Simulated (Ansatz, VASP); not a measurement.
**One calculation of W, two programs**

Contents of INCAR:

```
SYSTEM = W
PREC = Accurate
ENCUT = 500
EDIFF = 1E-6
ISMEAR = 0
SIGMA = 0.1
LREAL = .FALSE.
LASPH = .TRUE.
NELM = 120
ALGO = Normal
ISIF = 2
LWAVE = .FALSE.
LCHARG = .TRUE.
GGA = PS
LELF = .TRUE.
LVHAR = .TRUE.
NBANDS = 21
GGA_COMPAT = .FALSE.
```

File KPOINTS:

```
Automatic mesh
0
G
  6 6 4
  0 0 0
```

POSCAR

```
W
1.0
    2.7516386336      0.0000000000      0.0000000000
   -1.3758193168      2.3829889587      0.0000000000
    0.0000000000      0.0000000000      4.8955517402
W
2
Direct
    0.3333333333      0.6666666667      0.2500000000
    0.6666666667      0.3333333333      0.7500000000
```

Input for Ansatz:

```yaml
crystal:
  lattice:
    - [2.7516386336, 0.0, 0.0]
    - [-1.3758193168, 2.3829889587, 0.0]
    - [0.0, 0.0, 4.8955517402]
  atoms:
    - { symbol: W, position: [0.3333333333, 0.6666666667, 0.25] }
    - { symbol: W, position: [0.6666666667, 0.3333333333, 0.75] }
basis:
  ecutwfc: 420
kpoints:
  mp_grid: { grid: [6, 6, 4] }
hamiltonian:
  xc: pbesol
  pseudopotentials: { kind: paw, azcp: { folder: soft_1 } }
scf:
  occupations: { method: gaussian, width: 0.1 }
output:
  forces: true
  stress: true
  eigenvalues: true
```

Alike in both runs: task single point; functional PBEsol; k mesh 6 × 6 × 4; occupations gaussian, width 0.1 eV; no spin polarisation.

|  | VASP | Ansatz |
| --- | --- | --- |
| version | VASP 6.6.1 | Ansatz 0.2.0 |
| potentials or method | VASP PAW PBE potentials, release 64 (W_sv), cutoff 500 eV | scalar-relativistic, plane waves, PAW |
| valence electrons in the cell | 28 | 28 |

VASP gave:

| Property | Result |
| --- | --- |
| gap on the k mesh at the Fermi level (eV) | none |
| pressure (GPa) | 1.8 |
| traceless stress, the component that is largest in VASP (GPa) | 1.06 |

Q: Which values does Ansatz return?

A: gap on the k mesh at the Fermi level (eV): none; pressure (GPa): 1.3; traceless stress, the component that is largest in VASP (GPa): 1.22.

VASP's potentials were made for PBE, not for PBEsol, and Ansatz warns of the same on its side. A gap of «none» marks a metal or a gap that the smearing closes. The functional is the same, so the differences come from potentials, cutoffs and numerics.

The k mesh is coarse, so the values compare programs but aren't converged. Spin-orbit coupling is off throughout.
